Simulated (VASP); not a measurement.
The system is ScSiRh3.

```
Sc Si Rh
1.0
     4.35000    0.00000    0.00000
     0.00000    4.35000    0.00000
     0.00000    0.00000    4.35000
Sc Si Rh
1 1 3
Direct
  0.00000 0.00000 0.00000
  0.50000 0.50000 0.50000
  0.50000 0.50000 0.00000
  0.00000 0.50000 0.50000
  0.50000 0.00000 0.50000
```

- Program: VASP 6.6.1
- Task: relaxation of cell and atoms
- Functional: PBE
- Potentials or basis: VASP PAW PBE potentials, release 64 (Sc_sv, Si, Rh_pv)
- Cutoff: 600 eV
- k mesh: 5 × 5 × 5
- Occupations: fermi-dirac, width 0.05 eV
- Spin: no spin polarisation

At the start: pressure 5.5 GPa; volume 16.46 Å³/atom.

**Question.** Where does the relaxation end?

**Answer.** Over 3 steps the energy falls by 9.5 meV/atom and the volume is 17.04 Å³/atom (+3.5 %); space group Pm-3m (No. 221, to 0.1 Å) before and after.

The path:
```
step  energy change (eV)  largest force (eV/Å)  pressure (GPa)  volume (Å³)
   1              0.0000                0.0000            5.50        82.31
   2              0.0350                0.0000           -6.22        89.23
   3             -0.0474                0.0000           -0.04        85.20
```

Final structure:
```cif
data_structure
_symmetry_space_group_name_H-M 'P 1'
_symmetry_Int_Tables_number 1
_cell_length_a 4.4003
_cell_length_b 4.4003
_cell_length_c 4.4003
_cell_angle_alpha 90.000
_cell_angle_beta 90.000
_cell_angle_gamma 90.000
_cell_volume 85.20
loop_
_atom_site_label
_atom_site_type_symbol
_atom_site_fract_x
_atom_site_fract_y
_atom_site_fract_z
_atom_site_occupancy
Sc1 Sc 0.00000 0.00000 0.00000 1
Si1 Si 0.50000 0.50000 0.50000 1
Rh1 Rh 0.50000 0.50000 0.00000 1
Rh2 Rh 0.00000 0.50000 0.50000 1
Rh3 Rh 0.50000 0.00000 0.50000 1
```
